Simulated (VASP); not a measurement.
# Ir (Fm-3m) in VASP: single point with PBEsol

Aim: the single point of Ir with PBEsol.

Everything below comes from runs of VASP 6.6.1. Logs are shortened: lines on timing, memory, paths and dates and some standing lists are left out, and cuts for length are marked.

### 1 The cell of the first run

Symmetry: Fm-3m, No. 225, cubic system. Conventional cell: a = 3.839 Å, b = 3.839 Å, c = 3.839 Å, α = 90.00°, β = 90.00°, γ = 90.00°. Within 3.6 Å of Ir (site symmetry m-3m) lie 12 Ir at 2.71 Å.

### 2 Single point, PBEsol

Input file INCAR:

```
SYSTEM = Ir
  PREC = Accurate
  ENCUT = 520
  EDIFF = 1E-6
  ISMEAR = 0
  SIGMA = 0.15
  LREAL = .FALSE.
  LASPH = .TRUE.
  NELM = 80
  ALGO = Fast
  ISIF = 2
  LWAVE = .FALSE.
  LCHARG = .TRUE.
  GGA = PS
  LELF = .TRUE.
  LVHAR = .TRUE.
  NBANDS = 46
```

Input file KPOINTS:

```
regular mesh
0
G
  12 12 12
  0 0 0
```

Input file POSCAR:

```
Ir
1.0
   -3.8394000000      3.8394000000      0.0000000000
   -3.8394000000      0.0000000000      3.8394000000
    0.0000000000      3.8394000000      3.8394000000
Ir
8
Direct
    0.0000000000      0.0000000000      0.0000000000
    0.5000000000      0.0000000000      0.0000000000
    0.0000000000      0.5000000000      0.0000000000
    0.0000000000      0.0000000000      0.5000000000
    0.5000000000      0.5000000000      0.0000000000
    0.5000000000      0.0000000000      0.5000000000
    0.0000000000      0.5000000000      0.5000000000
    0.5000000000      0.5000000000      0.5000000000
```

Potentials or basis: VASP PAW PBE potentials, release 64 (Ir).

The run is started by

```sh
$ cat potpaw_PBE.64/Ir/POTCAR > POTCAR
$ mpirun -np 1 vasp_std > vasp.out
```

OUTCAR:

```text
SYSTEM = Ir
   PREC = Accurate
   ENCUT = 520
   EDIFF = 1E-6
   ISMEAR = 0
   LREAL = .FALSE.
   LASPH = .TRUE.
   NELM = 80
   ISIF = 2
   GGA = PS

 ion  position               nearest neighbor table
   1  0.000  0.000  0.000-   2 2.71   3 2.71   4 2.71   4 2.71   6 2.71   7 2.71   3 2.71   5 2.71
                             7 2.71   2 2.71   5 2.71   6 2.71
   2  0.500  0.000  0.000-   1 2.71   5 2.71   6 2.71   4 2.71   6 2.71   8 2.71   3 2.71   5 2.71
                             8 2.71   1 2.71   3 2.71   4 2.71
   3  0.000  0.500  0.000-   1 2.71   5 2.71   7 2.71   4 2.71   7 2.71   8 2.71   1 2.71   2 2.71
                             4 2.71   2 2.71   5 2.71   8 2.71
   4  0.000  0.000  0.500-   1 2.71   6 2.71   7 2.71   1 2.71   2 2.71   3 2.71   3 2.71   7 2.71
                             8 2.71   2 2.71   6 2.71   8 2.71
   5  0.500  0.500  0.000-   2 2.71   3 2.71   8 2.71   6 2.71   7 2.71   8 2.71   1 2.71   2 2.71
                             6 2.71   1 2.71   3 2.71   7 2.71
   6  0.500  0.000  0.500-   2 2.71   4 2.71   8 2.71   1 2.71   2 2.71   5 2.71   5 2.71   7 2.71
                             8 2.71   1 2.71   4 2.71   7 2.71
   7  0.000  0.500  0.500-   3 2.71   4 2.71   8 2.71   1 2.71   3 2.71   5 2.71   1 2.71   4 2.71
                             6 2.71   5 2.71   6 2.71   8 2.71
   8  0.500  0.500  0.500-   5 2.71   6 2.71   7 2.71   2 2.71   3 2.71   5 2.71   2 2.71   4 2.71
                             6 2.71   3 2.71   4 2.71   7 2.71

  LATTYP: Found a face centered cubic cell.
 ALAT       =     7.6788000000

  Lattice vectors:

 A1 = (  -3.8394000000,   3.8394000000,   0.0000000000)
 A2 = (  -3.8394000000,   0.0000000000,   3.8394000000)
 A3 = (   0.0000000000,   3.8394000000,   3.8394000000)

Analysis of symmetry for initial positions (statically):
=====================================================================
 Subroutine PRICEL returns following result:

  LATTYP: Found a face centered cubic cell.
 ALAT       =     3.8394000000

  Lattice vectors:

 A1 = (  -1.9197000000,   1.9197000000,   0.0000000000)
 A2 = (  -1.9197000000,   0.0000000000,   1.9197000000)
 A3 = (   0.0000000000,   1.9197000000,   1.9197000000)

   8 primitive cells build up your supercell.

 Routine SETGRP: Setting up the symmetry group for a
 face centered cubic supercell.

 Subroutine GETGRP returns: Found 48 space group operations
 (whereof 48 operations were pure point group operations)
 out of a pool of 48 trial point group operations.

The static configuration has the point symmetry O_h .

Analysis of symmetry for dynamics (positions and initial velocities):
=====================================================================
 Subroutine PRICEL returns following result:

  LATTYP: Found a face centered cubic cell.
 ALAT       =     3.8394000000

  Lattice vectors:

 A1 = (  -1.9197000000,   1.9197000000,   0.0000000000)
 A2 = (  -1.9197000000,   0.0000000000,   1.9197000000)
 A3 = (   0.0000000000,   1.9197000000,   1.9197000000)

   8 primitive cells build up your supercell.

 Routine SETGRP: Setting up the symmetry group for a
 face centered cubic supercell.

 Subroutine GETGRP returns: Found 48 space group operations
 (whereof 48 operations were pure point group operations)
 out of a pool of 48 trial point group operations.

The dynamic configuration has the point symmetry O_h .

 Subroutine INISYM returns: Found 48 space group operations
 (whereof 48 operations are pure point group operations),
 and found     8 'primitive' translations

----------------------------------------------------------------------------------------

                                     Primitive cell

  volume of cell :      14.1491

  direct lattice vectors                    reciprocal lattice vectors
    -1.919700000  1.919700000  0.000000000    -0.260457363  0.260457363 -0.260457363
    -1.919700000  0.000000000  1.919700000    -0.260457363 -0.260457363  0.260457363
     0.000000000  1.919700000  1.919700000     0.260457363  0.260457363  0.260457363

  length of vectors
     2.714865776  2.714865776  2.714865776     0.451125386  0.451125386  0.451125386

  position of ions in fractional coordinates (direct lattice)
     0.000000000  0.000000000  0.000000000

  ion indices of the primitive-cell ions
   primitive index   ion index
                 1           1

----------------------------------------------------------------------------------------

 KPOINTS: regular mesh

Automatic generation of k-mesh.
 Grid dimensions read from file:
 generate k-points for:   12   12   12

 Generating k-lattice:

  Cartesian coordinates                     Fractional coordinates (reciprocal lattice)
    -0.010852390  0.010852390 -0.010852390     0.083333333  0.000000000  0.000000000
    -0.010852390 -0.010852390  0.010852390     0.000000000  0.083333333  0.000000000
     0.010852390  0.010852390  0.010852390     0.000000000  0.000000000  0.083333333

  Length of vectors
     0.018796891  0.018796891  0.018796891

  Shift w.r.t. Gamma in fractional coordinates (k-lattice)
     0.000000000  0.000000000  0.000000000

 Subroutine IBZKPT returns following result:
 ===========================================

 Found     72 irreducible k-points:

 Following reciprocal coordinates:
            Coordinates               Weight
  0.000000  0.000000  0.000000      1.000000
  0.083333  0.000000  0.000000      8.000000
  0.166667  0.000000  0.000000      8.000000
  0.250000  0.000000  0.000000      8.000000
  0.333333  0.000000  0.000000      8.000000
  0.416667  0.000000  0.000000      8.000000
[... 16 lines left out ...]
  0.500000  0.166667  0.000000     24.000000
 -0.416667  0.166667  0.000000     24.000000
 [... further k-points ...]
   k-points           NKPTS =     72   k-points in BZ     NKDIM =     72   number of bands    NBANDS=     46
   number of dos      NEDOS =    301   number of ions     NIONS =      8
   total plane-waves  NPLWV =  64000
   dimension x,y,z NGX =    40 NGY =   40 NGZ =   40
   dimension x,y,z NGXF=    80 NGYF=   80 NGZF=   80
   ions per type =               8
   NGX,Y,Z   is equivalent  to a cutoff of  12.25, 12.25, 12.25 a.u.
   NGXF,Y,Z  is equivalent  to a cutoff of  24.49, 24.49, 24.49 a.u.
 SYSTEM =  Ir
   PREC   = accura    normal or accurate (medium, high low for compatibility)
   ISTART =      0    job   : 0-new  1-cont  2-samecut
   ICHARG =      2    charge: 1-file 2-atom 10-const
   ISPIN  =      1    spin polarized calculation?
   LNONCOLLINEAR =      F non collinear calculations
   LSORBIT =      F    spin-orbit coupling
   LASPH  =      T    aspherical Exc in radial PAW
   ENCUT  =  520.0 eV  38.22 Ry    6.18 a.u.  10.10 10.10 10.10*2*pi/ulx,y,z
   NELM   =     80;   NELMIN=  2; NELMDL= -5     # of ELM steps
   EDIFF  = 0.1E-05   stopping-criterion for ELM
   LREAL  =      F    real-space projection
   EDIFFG = 0.1E-04   stopping-criterion for IOM
   NSW    =      0    number of steps for IOM
   IBRION =     -1    ionic relax: 0-MD 1-quasi-New 2-CG
   NFREE  =      0    steps in history (QN), initial steepest desc. (CG)
   ISIF   =      2    stress and relaxation
   ISYM   =      2    0-nonsym 1-usesym 2-fastsym
   POTIM  = 0.5000    time-step for ionic-motion
   TEBEG  =    0.0;   TEEND  =   0.0 temperature during run
   PSTRESS=    0.0 pullay stress
   NELECT =      72.0000    total number of electrons
   NUPDOWN=      -1.0000    fix difference up-down
   EMIN   =  10.00;   EMAX   =-10.00  energy-range for DOS
   EFERMI =   0.00;   METHOD = LEGACY
   ISMEAR =     0;   SIGMA  =   0.15  broadening in eV -4-tet -1-fermi 0-gaus
   EFERMI_NEDOS =   21; number of points for ismear=-14 and -15
   IALGO  =     68    algorithm
   IMIX   =      4    mixing-type and parameters
     AMIX     =   0.40;   BMIX     =  1.00
     AMIX_MAG =   1.60;   BMIX_MAG =  1.00
  volume/ion in A,a.u.               =      14.15        95.48
  Fermi-wavevector in a.u.,A,eV,Ry     =   1.407923  2.660589 26.970118  1.982248
  Thomas-Fermi vector in A             =   2.530133
   LORBIT       =      0    0 simple, 1 ext, 2 COOP (PROOUT), +10 PAW based schemes
   GGA     = PS    functional components
   LHFCALC =     F    Hartree Fock is set to
   AEXX    =    0.0000 exact exchange contribution
   IVDW    =     0    specifies the selected vdW correction
   LEPSILON=     F    determine dielectric tensor
   LRPA    =     F    only Hartree local field effects (RPA)
 non-spin polarized calculation
 RMM-DIIS sequential band-by-band and
 Gauss-broadening in eV      SIGMA  =   0.15
  energy-cutoff  :      520.00
  volume of cell :      113.19
 maximum number of plane-waves:      3071
   NGX = 21   NGY = 21   NGZ = 21

 number of electron      72.0000002 magnetization

 Free energy of the ion-electron system (eV)
  ---------------------------------------------------
  ext. energy  EPLUGINS =         0.00000000
  ---------------------------------------------------
  free energy    TOTEN  =       -78.59135247 eV

  energy without entropy =      -78.50781254  energy(sigma->0) =      -78.54958250

 E-fermi :  10.2448     XC(G=0): -14.1006

 val. band max:       10.2353467999   @ k =   0.3333   0.2500   0.0000
 cond. band min:      10.2448856551   @ k =  -0.2500   0.0833   0.0000
 fundamental gap:      0.0095388552
 Fermi energy:        10.2448114836

 k-point     1 :       0.0000    0.0000    0.0000
  band No.  band energies     occupation
      1      -0.9457      2.00000
      2       2.1027      2.00000
      3       2.1027      2.00000
      4       2.1027      2.00000
      5       2.1027      2.00000
      6       2.3031      2.00000
[... 38 lines left out ...]
     45      11.8895      0.00000
     46      11.8897      0.00000

 k-point     2 :       0.0833    0.0000    0.0000
  band No.  band energies     occupation
      1      -0.8680      2.00000
      2       2.1058      2.00000
      3       2.1684      2.00000
      4       2.1684      2.00000
      5       2.1684      2.00000
      6       2.3547      2.00000
[... 38 lines left out ...]
     45      11.6613      0.00000
     46      12.6462      0.00000

 k-point     3 :       0.1667    0.0000    0.0000
  band No.  band energies     occupation
      1      -0.6392      2.00000
      2       2.1057      2.00000
      3       2.3582      2.00000
      4       2.3582      2.00000
      5       2.3582      2.00000
      6       2.5017      2.00000
[... 38 lines left out ...]
     45      12.1574      0.00000
     46      13.3159      0.00000

 k-point     4 :       0.2500    0.0000    0.0000
  band No.  band energies     occupation
      1      -0.2732      2.00000
      2       2.0730      2.00000
      3       2.6471      2.00000
      4       2.6471      2.00000
      5       2.6471      2.00000
      6       2.7194      2.00000
[... 920 lines left out ...]
     45      12.9997      0.00000
     46      14.8745      0.00000

 k-point    23 :       0.5000    0.1667    0.0000
  band No.  band energies     occupation
      1       1.1754      2.00000
      2       1.8379      2.00000
      3       3.1132      2.00000
      4       3.4147      2.00000
      5       3.4147      2.00000
      6       3.5489      2.00000
[... 38 lines left out ...]
     45      13.1842      0.00000
     46      15.6291      0.00000

 k-point    24 :      -0.4167    0.1667    0.0000
  band No.  band energies     occupation
      1       1.3589      2.00000
      2       1.6811      2.00000
      3       3.0888      2.00000
      4       3.4609      2.00000
      5       3.4609      2.00000
      6       3.5107      2.00000
[... 38 lines left out ...]
     45      13.2852      0.00000
     46      15.6328      0.00000

 [... further k-points ...]
[... 5 lines left out ...]
  --------------------------------------------------------------------------------------
  -------------------------------------------------------------------------------------
  Total       -1.1849324     -1.1849324     -1.1849324      0.0000000      0.0000000     -0.0000000
  in kB      -16.7719694    -16.7719694    -16.7719694      0.0000000      0.0000000     -0.0000000
  external PRESSURE =     -16.7719694 kB  Pullay stress =       0.0000000 kB

 VOLUME and BASIS-vectors are now :
 -----------------------------------------------------------------------------
  energy-cutoff  :      520.00
  volume of cell :      113.19
      direct lattice vectors                 reciprocal lattice vectors
    -3.839400000  3.839400000  0.000000000    -0.130228682  0.130228682 -0.130228682
    -3.839400000  0.000000000  3.839400000    -0.130228682 -0.130228682  0.130228682
     0.000000000  3.839400000  3.839400000     0.130228682  0.130228682  0.130228682

 POSITION                                       TOTAL-FORCE (eV/Angst)
 -----------------------------------------------------------------------------------
      0.00000      0.00000      0.00000        -0.000000     -0.000000     -0.000000
     -1.91970      1.91970      0.00000         0.000000      0.000000      0.000000
     -1.91970      0.00000      1.91970        -0.000000     -0.000000     -0.000000
      0.00000      1.91970      1.91970        -0.000000     -0.000000      0.000000
     -3.83940      1.91970      1.91970        -0.000000     -0.000000      0.000000
     -1.91970      3.83940      1.91970         0.000000      0.000000     -0.000000
     -1.91970      1.91970      3.83940        -0.000000      0.000000     -0.000000
     -3.83940      3.83940      3.83940         0.000000      0.000000      0.000000
 -----------------------------------------------------------------------------------
    total drift:                               -0.000000     -0.000000      0.000000

  FREE ENERGIE OF THE ION-ELECTRON SYSTEM (eV)
  ---------------------------------------------------
  free  energy   TOTEN  =       -78.5913524661 eV

  energy  without entropy=      -78.5078125379  energy(sigma->0) =      -78.54958250
```

It took 13 min on 1 thread of Intel Xeon 8259CL, shared host; peak memory 0.41 GiB.

Results:

```
Free energy            : -78.5914 eV
Pressure               : -1.7 GPa
Band gap on the k mesh : zero (bands 36 and 37 overlap by 2.28 eV)
```

Levels at points of the mesh, in eV from the Fermi level:
```csv
k point,band 33,band 34,band 35,band 36,band 37,band 38,band 39,band 40
"(0.00, 0.00, 0.00)",0.90,0.90,0.90,0.90,0.90,0.90,0.90,1.48
"(0.50, 0.00, 0.00)",-1.01,-1.01,-1.01,-1.01,1.07,1.07,1.07,1.07
"(0.50, 0.50, 0.00)",-1.80,-1.80,-1.38,-1.38,-1.38,-1.38,-0.23,-0.23
```

Caveat: the PAW data sets were made with another functional, which shifts forces and pressure a little; spin-orbit coupling is left out, which moves the levels of the heavy elements.
